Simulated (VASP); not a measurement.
The system is Re.

```
CELL_PARAMETERS angstrom
2.53571 0.00000 0.00000
0.00000 2.53571 0.00000
0.00000 0.00000 2.53571
ATOMIC_POSITIONS crystal
Re 0.00000 0.00000 0.00000
```

Base run:

```yaml
Program: VASP 6.6.1
Functional: PBE
Potentials_or_basis: VASP PAW PBE potentials, release 64 (Re_sv_GW)
Cutoff: 500 eV
k_mesh: 8 × 8 × 8
Occupations: fermi-dirac, width 0.1 eV
Spin: no spin polarisation
```

Its results: pressure 12.8 GPa.

**Question.** The run is repeated on the same cell with these changes: potentials or basis from VASP PAW PBE potentials, release 64 (Re_sv_GW) to VASP PAW PBE potentials, release 64 (Re); cutoff from 500 eV to 520 eV; further incar settings from ALGO = Normal; EDIFF = 1e-06; NBANDS = 14 to ALGO = Normal; EDIFF = 1e-07; NBANDS = 10; valence electrons from 15 to 7. What comes out?

**Answer.** Pressure 13.9 GPa.
